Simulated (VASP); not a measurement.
# AlAs (e600) (F-43m) in VASP: further runs

Runs on AlAs (e600). Level: PBEsol. Tasks: single point.

Everything below comes from runs of VASP 6.6.1. Logs are shortened: lines on timing, memory, paths and dates and some standing lists are left out, and cuts for length are marked.

**1. The cell of the first run**

The structure is cubic, space group F-43m (No. 216). The conventional cell has a = 5.675 Å, b = 5.675 Å, c = 5.675 Å, α = 90.00°, β = 90.00°, γ = 90.00°. Al (site symmetry -43m) has 4 As at 2.46 Å within 3.2 Å. As (site symmetry -43m) has 4 Al at 2.46 Å within 3.2 Å.

**2. Single point, PBEsol**

Contents of INCAR:

```
SYSTEM = AlAs
PREC = Accurate
ENCUT = 500
EDIFF = 1E-6
ISMEAR = 0
SIGMA = 0.02
LREAL = .FALSE.
LASPH = .TRUE.
NELM = 120
ALGO = Normal
ISIF = 2
LWAVE = .FALSE.
LCHARG = .FALSE.
GGA = PS
NBANDS = 11
GGA_COMPAT = .FALSE.
```

Contents of KPOINTS:

```
regular mesh
0
G
  8 8 8
  0 0 0
```

Contents of POSCAR:

```
AlAs
1.0
    0.0000000000      2.8373160829      2.8373160829
    2.8373160829      0.0000000000      2.8373160829
    2.8373160829      2.8373160829      0.0000000000
Al As
1 1
Direct
    0.0000000000      0.0000000000      0.0000000000
    0.2500000000      0.2500000000      0.2500000000
```

Potentials or basis: VASP PAW PBE potentials, release 64 (Al, As).

On the command line:

```
cat potpaw_PBE.64/Al/POTCAR potpaw_PBE.64/As/POTCAR > POTCAR
mpirun -np 1 vasp_std > vasp.out
```

OUTCAR:

```text
SYSTEM = AlAs
   PREC = Accurate
   ENCUT = 500
   EDIFF = 1E-6
   ISMEAR = 0
   LREAL = .FALSE.
   LASPH = .TRUE.
   NELM = 120
   ISIF = 2
   GGA = PS

 ion  position               nearest neighbor table
   1  0.000  0.000  0.000-   2 2.46   2 2.46   2 2.46   2 2.46
   2  0.250  0.250  0.250-   1 2.46   1 2.46   1 2.46   1 2.46

  LATTYP: Found a face centered cubic cell.
 ALAT       =     5.6746321658

  Lattice vectors:

 A1 = (   0.0000000000,   2.8373160829,   2.8373160829)
 A2 = (   2.8373160829,   0.0000000000,   2.8373160829)
 A3 = (   2.8373160829,   2.8373160829,   0.0000000000)

Analysis of symmetry for initial positions (statically):
=====================================================================
 Subroutine PRICEL returns:
 Original cell was already a primitive cell.

 Routine SETGRP: Setting up the symmetry group for a
 face centered cubic supercell.

 Subroutine GETGRP returns: Found 24 space group operations
 (whereof 24 operations were pure point group operations)
 out of a pool of 48 trial point group operations.

The static configuration has the point symmetry T_d .

Analysis of symmetry for dynamics (positions and initial velocities):
=====================================================================
 Subroutine PRICEL returns:
 Original cell was already a primitive cell.

 Routine SETGRP: Setting up the symmetry group for a
 face centered cubic supercell.

 Subroutine GETGRP returns: Found 24 space group operations
 (whereof 24 operations were pure point group operations)
 out of a pool of 48 trial point group operations.

The dynamic configuration has the point symmetry T_d .

 Subroutine INISYM returns: Found 24 space group operations
 (whereof 24 operations are pure point group operations),
 and found     1 'primitive' translations

----------------------------------------------------------------------------------------

                                     Primitive cell

  volume of cell :      45.6828

  direct lattice vectors                    reciprocal lattice vectors
     0.000000000  2.837316083  2.837316083    -0.176222876  0.176222876  0.176222876
     2.837316083  0.000000000  2.837316083     0.176222876 -0.176222876  0.176222876
     2.837316083  2.837316083  0.000000000     0.176222876  0.176222876 -0.176222876

  length of vectors
     4.012570885  4.012570885  4.012570885     0.305226975  0.305226975  0.305226975

  position of ions in fractional coordinates (direct lattice)
     0.000000000  0.000000000  0.000000000
     0.250000000  0.250000000  0.250000000

  ion indices of the primitive-cell ions
   primitive index   ion index
                 1           1
                 2           2

----------------------------------------------------------------------------------------

 KPOINTS: regular mesh

Automatic generation of k-mesh.
 Grid dimensions read from file:
 generate k-points for:    8    8    8

 Generating k-lattice:

  Cartesian coordinates                     Fractional coordinates (reciprocal lattice)
    -0.022027859  0.022027859  0.022027859     0.125000000  0.000000000  0.000000000
     0.022027859 -0.022027859  0.022027859     0.000000000  0.125000000  0.000000000
     0.022027859  0.022027859 -0.022027859     0.000000000  0.000000000  0.125000000

  Length of vectors
     0.038153372  0.038153372  0.038153372

  Shift w.r.t. Gamma in fractional coordinates (k-lattice)
     0.000000000  0.000000000  0.000000000

 Subroutine IBZKPT returns following result:
 ===========================================

 Found     29 irreducible k-points:

 Following reciprocal coordinates:
            Coordinates               Weight
  0.000000  0.000000  0.000000      1.000000
  0.125000  0.000000  0.000000      8.000000
  0.250000  0.000000  0.000000      8.000000
  0.375000  0.000000  0.000000      8.000000
  0.500000  0.000000  0.000000      4.000000
  0.125000  0.125000  0.000000      6.000000
[... 16 lines left out ...]
  0.500000  0.250000  0.125000     48.000000
 -0.375000  0.250000  0.125000     24.000000
 [... further k-points ...]
   k-points           NKPTS =     29   k-points in BZ     NKDIM =     29   number of bands    NBANDS=     11
   number of dos      NEDOS =    301   number of ions     NIONS =      2
   total plane-waves  NPLWV =  27000
   dimension x,y,z NGX =    30 NGY =   30 NGZ =   30
   dimension x,y,z NGXF=    60 NGYF=   60 NGZF=   60
   ions per type =               1   1
   NGX,Y,Z   is equivalent  to a cutoff of  12.43, 12.43, 12.43 a.u.
   NGXF,Y,Z  is equivalent  to a cutoff of  24.86, 24.86, 24.86 a.u.
 SYSTEM =  AlAs
   PREC   = accura    normal or accurate (medium, high low for compatibility)
   ISTART =      0    job   : 0-new  1-cont  2-samecut
   ICHARG =      2    charge: 1-file 2-atom 10-const
   ISPIN  =      1    spin polarized calculation?
   LNONCOLLINEAR =      F non collinear calculations
   LSORBIT =      F    spin-orbit coupling
   LASPH  =      T    aspherical Exc in radial PAW
   ENCUT  =  500.0 eV  36.75 Ry    6.06 a.u.   7.32  7.32  7.32*2*pi/ulx,y,z
   NELM   =    120;   NELMIN=  2; NELMDL= -5     # of ELM steps
   EDIFF  = 0.1E-05   stopping-criterion for ELM
   LREAL  =      F    real-space projection
   EDIFFG = 0.1E-04   stopping-criterion for IOM
   NSW    =      0    number of steps for IOM
   IBRION =     -1    ionic relax: 0-MD 1-quasi-New 2-CG
   NFREE  =      0    steps in history (QN), initial steepest desc. (CG)
   ISIF   =      2    stress and relaxation
   ISYM   =      2    0-nonsym 1-usesym 2-fastsym
   POTIM  = 0.5000    time-step for ionic-motion
   TEBEG  =    0.0;   TEEND  =   0.0 temperature during run
   PSTRESS=    0.0 pullay stress
   NELECT =       8.0000    total number of electrons
   NUPDOWN=      -1.0000    fix difference up-down
   EMIN   =  10.00;   EMAX   =-10.00  energy-range for DOS
   EFERMI =   0.00;   METHOD = LEGACY
   ISMEAR =     0;   SIGMA  =   0.02  broadening in eV -4-tet -1-fermi 0-gaus
   EFERMI_NEDOS =   21; number of points for ismear=-14 and -15
   IALGO  =     38    algorithm
   IMIX   =      4    mixing-type and parameters
     AMIX     =   0.40;   BMIX     =  1.00
     AMIX_MAG =   1.60;   BMIX_MAG =  1.00
  volume/ion in A,a.u.               =      22.84       154.14
  Fermi-wavevector in a.u.,A,eV,Ry     =   0.915912  1.730823 11.413858  0.838895
  Thomas-Fermi vector in A             =   2.040708
   LORBIT       =      0    0 simple, 1 ext, 2 COOP (PROOUT), +10 PAW based schemes
   GGA     = PS    functional components
   LHFCALC =     F    Hartree Fock is set to
   AEXX    =    0.0000 exact exchange contribution
   IVDW    =     0    specifies the selected vdW correction
   LEPSILON=     F    determine dielectric tensor
   LRPA    =     F    only Hartree local field effects (RPA)
 non-spin polarized calculation
 Gauss-broadening in eV      SIGMA  =   0.02
  energy-cutoff  :      500.00
  volume of cell :       45.68
 maximum number of plane-waves:      1211
 NGX is ok and might be reduce to    30
   NGX = 15   NGY = 15   NGZ = 15

 number of electron       8.0000000 magnetization

 Free energy of the ion-electron system (eV)
  ---------------------------------------------------
  ext. energy  EPLUGINS =         0.00000000
  ---------------------------------------------------
  free energy    TOTEN  =       -10.06468387 eV

  energy without entropy =      -10.06468387  energy(sigma->0) =      -10.06468387

 E-fermi :   3.8259     XC(G=0):  -9.1674

 val. band max:        3.7401721491   @ k =   0.0000   0.0000   0.0000
 cond. band min:       5.0717176615   @ k =   0.5000   0.5000   0.0000
 fundamental gap:      1.3315455125
 Fermi energy:         3.8259125730

 k-point     1 :       0.0000    0.0000    0.0000
  band No.  band energies     occupation
      1      -8.1059      2.00000
      2       3.7402      2.00000
      3       3.7402      2.00000
      4       3.7402      2.00000
      5       5.6629      0.00000
      6       7.9907      0.00000
      7       7.9907      0.00000
      8       7.9907      0.00000
      9      12.4109      0.00000
     10      12.7160      0.00000
     11      12.7160      0.00000

 k-point     2 :       0.1250    0.0000    0.0000
  band No.  band energies     occupation
      1      -7.9539      2.00000
      2       2.2970      2.00000
      3       3.5796      2.00000
      4       3.5796      2.00000
      5       6.4349      0.00000
      6       8.2713      0.00000
      7       8.2713      0.00000
      8       8.3691      0.00000
      9      12.0912      0.00000
     10      12.0912      0.00000
     11      13.1407      0.00000

 k-point     3 :       0.2500    0.0000    0.0000
  band No.  band energies     occupation
      1      -7.5321      2.00000
      2       0.3435      2.00000
      3       3.2633      2.00000
      4       3.2633      2.00000
      5       6.2680      0.00000
      6       8.6065      0.00000
      7       8.6065      0.00000
      8      10.0770      0.00000
      9      11.9804      0.00000
     10      11.9804      0.00000
     11      12.9479      0.00000

 k-point     4 :       0.3750    0.0000    0.0000
  band No.  band energies     occupation
      1      -6.9867      2.00000
      2      -1.1980      2.00000
      3       3.0110      2.00000
      4       3.0110      2.00000
      5       5.9239      0.00000
      6       8.4848      0.00000
      7       8.4848      0.00000
      8      11.2843      0.00000
      9      13.2755      0.00000
     10      13.2755      0.00000
     11      13.3109      0.00000

 k-point     5 :       0.5000    0.0000    0.0000
  band No.  band energies     occupation
      1      -6.6954      2.00000
      2      -1.8304      2.00000
      3       2.9194      2.00000
      4       2.9194      2.00000
      5       5.7941      0.00000
      6       8.3661      0.00000
      7       8.3661      0.00000
      8      11.3040      0.00000
      9      14.7416      0.00000
     10      15.2106      0.00000
     11      15.2106      0.00000
[... 211 lines left out ...]
 k-point    21 :       0.5000    0.5000    0.0000
  band No.  band energies     occupation
      1      -6.1516      2.00000
      2      -1.6776      2.00000
      3       1.5702      2.00000
      4       1.5702      2.00000
      5       5.0717      0.00000
      6       5.9568      0.00000
      7      13.9659      0.00000
      8      13.9659      0.00000
      9      15.3289      0.00000
     10      16.2443      0.00000
     11      16.2443      0.00000

 k-point    22 :       0.3750    0.2500    0.1250
  band No.  band energies     occupation
      1      -7.1794      2.00000
      2      -0.0302      2.00000
      3       1.7817      2.00000
      4       2.7645      2.00000
      5       7.2627      0.00000
      6       7.9379      0.00000
      7       8.9574      0.00000
      8      10.2077      0.00000
      9      11.8294      0.00000
     10      14.0817      0.00000
     11      15.6338      0.00000

 k-point    23 :       0.5000    0.2500    0.1250
  band No.  band energies     occupation
      1      -6.6889      2.00000
      2      -1.0376      2.00000
      3       1.1935      2.00000
      4       2.3814      2.00000
      5       7.3435      0.00000
      6       8.1193      0.00000
      7       9.4448      0.00000
      8      10.5363      0.00000
      9      12.9837      0.00000
     10      14.1872      0.00000
     11      15.7669      0.00000

 k-point    24 :      -0.3750    0.2500    0.1250
  band No.  band energies     occupation
      1      -6.4355      2.00000
      2      -1.5151      2.00000
      3       1.0419      2.00000
      4       2.1977      2.00000
      5       7.3345      0.00000
      6       7.8965      0.00000
      7      10.3545      0.00000
      8      11.2853      0.00000
      9      12.0072      0.00000
     10      14.6282      0.00000
     11      15.8925      0.00000

 [... further k-points ...]

------------------------ aborting loop because EDIFF is reached ----------------------------------------

  FORCE on cell =-STRESS in cart. coord.  units (eV):
  Direction    XX          YY          ZZ          XY          YZ          ZX
  --------------------------------------------------------------------------------------
  -------------------------------------------------------------------------------------
  Total        0.0774800      0.0774800      0.0774800      0.0000000      0.0000000      0.0000000
  in kB        2.7173576      2.7173576      2.7173576      0.0000000      0.0000000      0.0000000
  external PRESSURE =       2.7173576 kB  Pullay stress =       0.0000000 kB

 VOLUME and BASIS-vectors are now :
 -----------------------------------------------------------------------------
  energy-cutoff  :      500.00
  volume of cell :       45.68
      direct lattice vectors                 reciprocal lattice vectors
     0.000000000  2.837316083  2.837316083    -0.176222876  0.176222876  0.176222876
     2.837316083  0.000000000  2.837316083     0.176222876 -0.176222876  0.176222876
     2.837316083  2.837316083  0.000000000     0.176222876  0.176222876 -0.176222876

 POSITION                                       TOTAL-FORCE (eV/Angst)
 -----------------------------------------------------------------------------------
      0.00000      0.00000      0.00000         0.000000      0.000000      0.000000
      1.41866      1.41866      1.41866        -0.000000     -0.000000     -0.000000
 -----------------------------------------------------------------------------------
    total drift:                               -0.000000     -0.000000     -0.000000

  FREE ENERGIE OF THE ION-ELECTRON SYSTEM (eV)
  ---------------------------------------------------
  free  energy   TOTEN  =       -10.0646838657 eV

  energy  without entropy=      -10.0646838657  energy(sigma->0) =      -10.06468387
```

It took 6.7 s on 1 thread of Intel Xeon 6975P-C (Granite Rapids), shared host; peak memory 0.17 GiB.

What came out:

| Item | Value |
| --- | --- |
| Free energy | -10.0647 eV |
| Pressure | 0.3 GPa |
| Band gap on the k mesh | 1.33 eV, indirect (least direct gap 1.92 eV) |

Caveat: the PAW data sets were made with another functional, which shifts forces and pressure a little. A k mesh can miss the band edges.

**3. Single point, PBEsol**

Contents of INCAR:

```
SYSTEM = AlAs
PREC     = Accurate       ! precision mode
ENCUT    = 500            ! plane-wave cutoff, eV
EDIFF    = 1E-6           ! SCF threshold, eV
ISMEAR   = 0              ! smearing method
SIGMA    = 0.01           ! smearing width, eV
LREAL    = .FALSE.        ! projectors in reciprocal space
LASPH    = .TRUE.         ! aspherical terms in the spheres
NELM     = 120            ! most SCF steps
ALGO     = Normal         ! electronic algorithm
ISIF     = 2              ! what is computed and relaxed
LWAVE    = .FALSE.        ! write WAVECAR
LCHARG   = .FALSE.        ! write CHGCAR
GGA      = PS             ! functional
NBANDS   = 11             ! bands
GGA_COMPAT= .FALSE.
```

KPOINTS is that of step 2.

POSCAR is that of step 2.

Potentials or basis: VASP PAW PBE potentials, release 64 (Al, As).

On the command line:

```
cat potpaw_PBE.64/Al/POTCAR potpaw_PBE.64/As/POTCAR > POTCAR
mpirun -np 1 vasp_std > vasp.out
```

It took 7 s on 1 thread of Intel Xeon 6975P-C (Granite Rapids), shared host; peak memory 0.17 GiB.

It converged, with:

```yaml
Free_energy: -10.0647 eV
Pressure: 0.3 GPa
Band_gap_on_the_k_mesh: 1.33 eV, indirect (least direct gap 1.92 eV)
```

Levels at points of the mesh, in eV from the valence-band top:
| k point | band 1 | band 2 | band 3 | band 4 | band 5 | band 6 | band 7 | band 8 |
| --- | --- | --- | --- | --- | --- | --- | --- | --- |
| (0.00, 0.00, 0.00) | -11.85 | 0.00 | 0.00 | 0.00 | 1.92 | 4.25 | 4.25 | 4.25 |
| (0.50, 0.00, 0.00) | -10.44 | -5.57 | -0.82 | -0.82 | 2.05 | 4.63 | 4.63 | 7.56 |
| (0.50, 0.50, 0.00) | -9.89 | -5.42 | -2.17 | -2.17 | 1.33 | 2.22 | 10.23 | 10.23 |

Caveat: the PAW data sets were made with another functional, which shifts forces and pressure a little.

**4. Single point, PBEsol**

Contents of INCAR:

```
  PREC = Accurate
  ENCUT = 500
  EDIFF = 1E-6
  ISMEAR = 0
  SIGMA = 0.01
  LREAL = F
  LASPH = T
  NELM = 120
  ALGO = Normal
  ISIF = 2
  LWAVE = F
  LCHARG = F
  GGA = PS
  NBANDS = 11
  GGA_COMPAT = F
```

Contents of KPOINTS:

```
Automatic mesh
0
Gamma
  8 8 8
```

POSCAR is that of step 3.

On the command line:

```
cat potpaw_PBE.64/Al/POTCAR potpaw_PBE.64/As/POTCAR > POTCAR
mpirun -np 1 vasp_std > vasp.out
```

Run time: 7.4 s. Hardware: 1 thread of Intel Xeon 6975P-C (Granite Rapids), shared host; peak memory 0.17 GiB.

The run converged. Its results:

```
Free energy            : -10.0647 eV
Pressure               : 0.3 GPa
Band gap on the k mesh : 1.33 eV, indirect (least direct gap 1.92 eV)
```

Levels at points of the mesh, in eV from the valence-band top:
| k point | band 1 | band 2 | band 3 | band 4 | band 5 | band 6 | band 7 | band 8 |
| --- | --- | --- | --- | --- | --- | --- | --- | --- |
| (0.00, 0.00, 0.00) | -11.85 | 0.00 | 0.00 | 0.00 | 1.92 | 4.25 | 4.25 | 4.25 |
| (0.50, 0.00, 0.00) | -10.44 | -5.57 | -0.82 | -0.82 | 2.05 | 4.63 | 4.63 | 7.56 |
| (0.50, 0.50, 0.00) | -9.89 | -5.42 | -2.17 | -2.17 | 1.33 | 2.22 | 10.23 | 10.23 |

Caveat: the PAW data sets were made with another functional, which shifts forces and pressure a little. A k mesh can miss the band edges.
